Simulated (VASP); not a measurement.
A run of VASP 6.6.1 is set up as follows.

INCAR

```
PREC = Accurate
ENCUT = 520
EDIFF = 1E-6
ISMEAR = 0
SIGMA = 0.15
LREAL = False
LASPH = True
NELM = 150
ALGO = Normal
ISIF = 2
LWAVE = False
LCHARG = True
ISPIN = 2
MAGMOM = 2.44
LORBIT = 11
LMAXMIX = 4
GGA = PE
LELF = True
LVHAR = True
NBANDS = 14
```

Contents of KPOINTS:

```
Automatic mesh
0
Gamma
  12 12 12
```

POSCAR

```
Fe
1.0
   -1.4891862781      1.4891862781      1.3819648661
    1.4891862781     -1.4891862781      1.3819648661
    1.4891862781      1.4891862781     -1.3819648661
Fe
1
Direct
    0.0000000000      0.0000000000      0.0000000000
```

Potentials or basis: VASP PAW PBE potentials, release 64 (Fe).

The run is started by

```sh
$ cat potpaw_PBE.64/Fe/POTCAR > POTCAR
$ mpirun -np 1 vasp_std > vasp.out
```

Problem. What does it give for the net moment?

Solution. 2.41 μB per cell.

Problem. Estimate the site moments.

Solution. Fe +2.42 μB.

Problem. Estimate the pressure.

Solution. -9.6 GPa.

Stress tensor (GPa, compression positive):
```
-12.03   0.00   0.00
  0.00 -12.03   0.00
  0.00   0.00  -4.85
```
